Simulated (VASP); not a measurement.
# Nb2GeSb4 (I-4) in VASP: single point with PBEsol

Aim: the single point of Nb2GeSb4 with PBEsol.

All numbers are computed with VASP 6.6.1; they aren't measurements. Logs are shortened: lines on timing, memory, paths and dates and some standing lists are left out, and cuts for length are marked.

## Step 1: The cell of the first run

It takes space group I-4 (No. 82, tetragonal). Conventional cell: a = 7.381 Å, b = 7.381 Å, c = 5.845 Å, α = 90.00°, β = 90.00°, γ = 90.00°. Nb (site symmetry -4) has 8 Sb at 2.76 to 3.35 Å and 2 Ge at 2.92 Å within 3.6 Å. Nb (site symmetry -4) has 8 Sb at 3.00 to 3.24 Å and 4 Nb at 3.97 Å and 4 Ge at 3.97 Å within 4.0 Å. Within 3.6 Å of Ge (site symmetry -4) lie 8 Sb at 2.76 to 3.36 Å and 2 Nb at 2.92 Å. Sb (site symmetry 1) has 2 Ge at 2.76 to 3.36 Å and 4 Nb at 2.76 to 3.35 Å and 4 Sb at 3.00 to 3.46 Å within 3.6 Å.

## Step 2: Single point, PBEsol

INCAR

```
ALGO = Normal
EDIFF = 1E-6
ENCUT = 520
GGA = PS
ISIF = 2
ISMEAR = -1
LASPH = True
LCHARG = False
LREAL = False
LWAVE = False
NBANDS = 39
NELM = 60
PREC = Accurate
SIGMA = 0.03
```

KPOINTS

```
k-points
0
Gamma
  6 6 6
```

POSCAR

```
Nb2GeSb4
1.0
   -3.6903887972      3.6903887972      2.9226796570
    3.6903887972     -3.6903887972      2.9226796570
    3.6903887972      3.6903887972     -2.9226796570
Nb Ge Sb
2 1 4
Direct
    0.5000000000      0.5000000000      0.0000000000
    0.2500000000      0.7500000000      0.5000000000
    0.0000000000      0.0000000000      0.0000000000
    0.0751618318      0.1380169988      0.4993347439
    0.6386822549      0.5758270879      0.5006652561
    0.4241729121      0.9248381682      1.0628551670
    0.8619830012      0.3613177451     -0.0628551670
```

Potentials or basis: VASP PAW PBE potentials, release 64 (Nb_sv, Ge_d, Sb).

Run with:

```sh
$ cat potpaw_PBE.64/Nb_sv/POTCAR potpaw_PBE.64/Ge_d/POTCAR potpaw_PBE.64/Sb/POTCAR > POTCAR
$ mpirun -np 1 vasp_std > vasp.out
```

OUTCAR:

```text
EDIFF = 1E-6
   ENCUT = 520
   GGA = PS
   ISIF = 2
   ISMEAR = -1
   LASPH = True
   LREAL = False
   NELM = 60
   PREC = Accurate

 ion  position               nearest neighbor table
   1  0.500  0.500  0.000-   6 2.76   5 2.76   4 2.76   7 2.76   3 2.92   3 2.92   7 3.35   5 3.35
                             4 3.35   6 3.35
   2  0.250  0.750  0.500-   4 3.00   5 3.00   7 3.00   6 3.00   6 3.24   7 3.24   4 3.24   5 3.24

   3  0.000  0.000  0.000-   6 2.76   5 2.76   4 2.76   7 2.76   1 2.92   1 2.92
   4  0.075  0.138  0.499-   3 2.76   1 2.76   5 3.00   5 3.00   2 3.00   2 3.24   1 3.35   7 3.46
                             6 3.46
   5  0.639  0.576  0.501-   3 2.76   1 2.76   4 3.00   4 3.00   2 3.00   2 3.24   1 3.35   7 3.46
                             6 3.46
   6  0.424  0.925  0.063-   3 2.76   1 2.76   7 3.00   7 3.00   2 3.00   2 3.24   1 3.35   4 3.46
                             5 3.46
   7  0.862  0.361  0.937-   3 2.76   1 2.76   6 3.00   6 3.00   2 3.00   2 3.24   1 3.35   4 3.46
                             5 3.46

  LATTYP: Found a body centered tetragonal cell.
 ALAT       =     7.3807775944
 C/A-ratio  =     0.7919706615

  Lattice vectors:

 A1 = (  -3.6903887972,   3.6903887972,   2.9226796570)
 A2 = (   3.6903887972,  -3.6903887972,   2.9226796570)
 A3 = (   3.6903887972,   3.6903887972,  -2.9226796570)

Analysis of symmetry for initial positions (statically):
=====================================================================
 Subroutine PRICEL returns:
 Original cell was already a primitive cell.

 Routine SETGRP: Setting up the symmetry group for a
 body centered tetragonal supercell.

 Subroutine GETGRP returns: Found  4 space group operations
 (whereof  4 operations were pure point group operations)
 out of a pool of 16 trial point group operations.

The static configuration has the point symmetry S_4 .

Analysis of symmetry for dynamics (positions and initial velocities):
=====================================================================
 Subroutine PRICEL returns:
 Original cell was already a primitive cell.

 Routine SETGRP: Setting up the symmetry group for a
 body centered tetragonal supercell.

 Subroutine GETGRP returns: Found  4 space group operations
 (whereof  4 operations were pure point group operations)
 out of a pool of 16 trial point group operations.

The dynamic configuration has the point symmetry S_4 .

 Subroutine INISYM returns: Found  4 space group operations
 (whereof  4 operations are pure point group operations),
 and found     1 'primitive' translations

----------------------------------------------------------------------------------------

                                     Primitive cell

  volume of cell :     159.2155

  direct lattice vectors                    reciprocal lattice vectors
    -3.690388797  3.690388797  2.922679657     0.000000000  0.135487079  0.171075882
     3.690388797 -3.690388797  2.922679657     0.135487079  0.000000000  0.171075882
     3.690388797  3.690388797 -2.922679657     0.135487079  0.135487079  0.000000000

  length of vectors
     5.981638181  5.981638181  5.981638181     0.218228564  0.218228564  0.191607665

  position of ions in fractional coordinates (direct lattice)
     0.500000000  0.500000000  0.000000000
     0.250000000  0.750000000  0.500000000
     0.000000000  0.000000000  0.000000000
     0.075161832  0.138016999  0.499334744
     0.638682255  0.575827088  0.500665256
     0.424172912  0.924838168  0.062855167
     0.861983001  0.361317745  0.937144833

  ion indices of the primitive-cell ions
   primitive index   ion index
                 1           1
                 2           2
                 3           3
                 4           4
                 5           5
                 6           6
                 7           7

----------------------------------------------------------------------------------------

 KPOINTS: k-points

Automatic generation of k-mesh.
 Grid dimensions read from file:
 generate k-points for:    6    6    6

 Generating k-lattice:

  Cartesian coordinates                     Fractional coordinates (reciprocal lattice)
     0.000000000  0.022581180  0.028512647     0.166666667 -0.000000000  0.000000000
     0.022581180  0.000000000  0.028512647    -0.000000000  0.166666667  0.000000000
     0.022581180  0.022581180  0.000000000     0.000000000  0.000000000  0.166666667

  Length of vectors
     0.036371427  0.036371427  0.031934611

  Shift w.r.t. Gamma in fractional coordinates (k-lattice)
     0.000000000  0.000000000  0.000000000

 Subroutine IBZKPT returns following result:
 ===========================================

 Found     36 irreducible k-points:

 Following reciprocal coordinates:
            Coordinates               Weight
  0.000000  0.000000  0.000000      1.000000
  0.166667 -0.000000  0.000000      8.000000
  0.333333 -0.000000  0.000000      8.000000
  0.500000  0.000000  0.000000      4.000000
  0.166667  0.166667  0.000000      8.000000
  0.333333  0.166667  0.000000      8.000000
[... 16 lines left out ...]
 -0.333333  0.333333 -0.166667      4.000000
 -0.166667  0.333333  0.166667      8.000000
 [... further k-points ...]
   k-points           NKPTS =     36   k-points in BZ     NKDIM =     36   number of bands    NBANDS=     39
   number of dos      NEDOS =    301   number of ions     NIONS =      7
   total plane-waves  NPLWV = 110592
   dimension x,y,z NGX =    48 NGY =   48 NGZ =   48
   dimension x,y,z NGXF=    96 NGYF=   96 NGZF=   96
   ions per type =               2   1   4
   NGX,Y,Z   is equivalent  to a cutoff of  13.34, 13.34, 13.34 a.u.
   NGXF,Y,Z  is equivalent  to a cutoff of  26.68, 26.68, 26.68 a.u.
 SYSTEM =  unknown system
   PREC   = accura    normal or accurate (medium, high low for compatibility)
   ISTART =      0    job   : 0-new  1-cont  2-samecut
   ICHARG =      2    charge: 1-file 2-atom 10-const
   ISPIN  =      1    spin polarized calculation?
   LNONCOLLINEAR =      F non collinear calculations
   LSORBIT =      F    spin-orbit coupling
   LASPH  =      T    aspherical Exc in radial PAW
   ENCUT  =  520.0 eV  38.22 Ry    6.18 a.u.  11.12 11.12 11.12*2*pi/ulx,y,z
   NELM   =     60;   NELMIN=  2; NELMDL= -5     # of ELM steps
   EDIFF  = 0.1E-05   stopping-criterion for ELM
   LREAL  =      F    real-space projection
   EDIFFG = 0.1E-04   stopping-criterion for IOM
   NSW    =      0    number of steps for IOM
   IBRION =     -1    ionic relax: 0-MD 1-quasi-New 2-CG
   NFREE  =      0    steps in history (QN), initial steepest desc. (CG)
   ISIF   =      2    stress and relaxation
   ISYM   =      2    0-nonsym 1-usesym 2-fastsym
   POTIM  = 0.5000    time-step for ionic-motion
   TEBEG  =    0.0;   TEEND  =   0.0 temperature during run
   PSTRESS=    0.0 pullay stress
   NELECT =      60.0000    total number of electrons
   NUPDOWN=      -1.0000    fix difference up-down
   EMIN   =  10.00;   EMAX   =-10.00  energy-range for DOS
   EFERMI =   0.00;   METHOD = LEGACY
   ISMEAR =    -1;   SIGMA  =   0.03  broadening in eV -4-tet -1-fermi 0-gaus
   EFERMI_NEDOS =   21; number of points for ismear=-14 and -15
   IALGO  =     38    algorithm
   IMIX   =      4    mixing-type and parameters
     AMIX     =   0.40;   BMIX     =  1.00
     AMIX_MAG =   1.60;   BMIX_MAG =  1.00
  volume/ion in A,a.u.               =      22.75       153.49
  Fermi-wavevector in a.u.,A,eV,Ry     =   1.182488  2.234578 19.024727  1.398278
  Thomas-Fermi vector in A             =   2.318741
   LORBIT       =      0    0 simple, 1 ext, 2 COOP (PROOUT), +10 PAW based schemes
   GGA     = PS    functional components
   LHFCALC =     F    Hartree Fock is set to
   AEXX    =    0.0000 exact exchange contribution
   IVDW    =     0    specifies the selected vdW correction
   LEPSILON=     F    determine dielectric tensor
   LRPA    =     F    only Hartree local field effects (RPA)
 non-spin polarized calculation
  energy-cutoff  :      520.00
  volume of cell :      159.22
 maximum number of plane-waves:      4334
 NGX is ok and might be reduce to    48
   NGX = 23   NGY = 23   NGZ = 23

 number of electron      59.9999999 magnetization

 Free energy of the ion-electron system (eV)
  ---------------------------------------------------
  ext. energy  EPLUGINS =         0.00000000
  ---------------------------------------------------
  free energy    TOTEN  =       -42.12401197 eV

  energy without entropy =      -42.10554534  energy(sigma->0) =      -42.11477865

 E-fermi :   9.3238     XC(G=0): -11.0302

 val. band max:        9.3225122373   @ k =   0.1667   0.1667   0.0000
 cond. band min:       9.3322258610   @ k =   0.5000   0.0000   0.0000
 fundamental gap:      0.0097136237
 Fermi energy:         9.3237989931

 k-point     1 :       0.0000    0.0000    0.0000
  band No.  band energies     occupation
      1     -46.2617      2.00000
      2     -45.9553      2.00000
      3     -22.3384      2.00000
      4     -22.3203      2.00000
      5     -22.3203      2.00000
      6     -22.1186      2.00000
[... 31 lines left out ...]
     38      10.7852      0.00000
     39      11.9444      0.00000

 k-point     2 :       0.1667   -0.0000    0.0000
  band No.  band energies     occupation
      1     -46.2617      2.00000
      2     -45.9553      2.00000
      3     -22.3386      2.00000
      4     -22.3204      2.00000
      5     -22.3201      2.00000
      6     -22.1187      2.00000
[... 913 lines left out ...]
     38      11.3896      0.00000
     39      12.1932      0.00000

 k-point    24 :      -0.1667    0.3333    0.1667
  band No.  band energies     occupation
      1     -46.2617      2.00000
      2     -45.9554      2.00000
      3     -22.3389      2.00000
      4     -22.3210      2.00000
      5     -22.3197      2.00000
      6     -22.1192      2.00000
[... 31 lines left out ...]
     38      11.4340      0.00000
     39      12.1557      0.00000

 [... further k-points ...]

------------------------ aborting loop because EDIFF is reached ----------------------------------------

  FORCE on cell =-STRESS in cart. coord.  units (eV):
  Direction    XX          YY          ZZ          XY          YZ          ZX
  --------------------------------------------------------------------------------------
  -------------------------------------------------------------------------------------
  Total        0.0561738      0.0561738      0.0986674      0.0000010      0.0000000      0.0000000
  in kB        0.5652741      0.5652741      0.9928843      0.0000096      0.0000000      0.0000000
  external PRESSURE =       0.7078109 kB  Pullay stress =       0.0000000 kB

 VOLUME and BASIS-vectors are now :
 -----------------------------------------------------------------------------
  energy-cutoff  :      520.00
  volume of cell :      159.22
      direct lattice vectors                 reciprocal lattice vectors
    -3.690388797  3.690388797  2.922679657     0.000000000  0.135487079  0.171075882
     3.690388797 -3.690388797  2.922679657     0.135487079  0.000000000  0.171075882
     3.690388797  3.690388797 -2.922679657     0.135487079  0.135487079  0.000000000

 POSITION                                       TOTAL-FORCE (eV/Angst)
 -----------------------------------------------------------------------------------
      0.00000      0.00000      2.92268         0.000000      0.000000     -0.000000
      3.69039      0.00000      1.46134         0.000000      0.000000     -0.000000
      0.00000      0.00000      0.00000         0.000000      0.000000     -0.000000
      2.07470      1.61078     -0.83634         0.013221     -0.001038     -0.000897
      1.61569      2.07961      2.08634        -0.013221      0.001038     -0.000897
      2.07961     -1.61569      3.75902         0.001038      0.013221      0.000897
      1.61078      5.30608      0.83634        -0.001038     -0.013221      0.000897
 -----------------------------------------------------------------------------------
    total drift:                               -0.000000     -0.000000      0.000000

  FREE ENERGIE OF THE ION-ELECTRON SYSTEM (eV)
  ---------------------------------------------------
  free  energy   TOTEN  =       -42.1240119685 eV

  energy  without entropy=      -42.1055453391  energy(sigma->0) =      -42.11477865
```

It took 3.7 min on 1 thread of AMD EPYC 7R13 (Zen 3), shared host; peak memory 0.42 GiB.

What came out:

```yaml
Free_energy: -42.1240 eV
Pressure: 0.1 GPa
Largest_force: 0.013 eV/Å
Band_gap_on_the_k_mesh: zero (bands 30 and 31 overlap by 0.43 eV)
```

Forces in eV/Å, atoms in the order of the input:
```
Nb   0.000  0.000  0.000
Nb   0.000  0.000  0.000
Ge   0.000  0.000  0.000
Sb   0.013 -0.001 -0.001
Sb  -0.013  0.001 -0.001
Sb   0.001  0.013  0.001
Sb  -0.001 -0.013  0.001
```

Caveat: the PAW data sets were made with another functional, which shifts forces and pressure a little; spin-orbit coupling is left out, which moves the levels of the heavy elements.
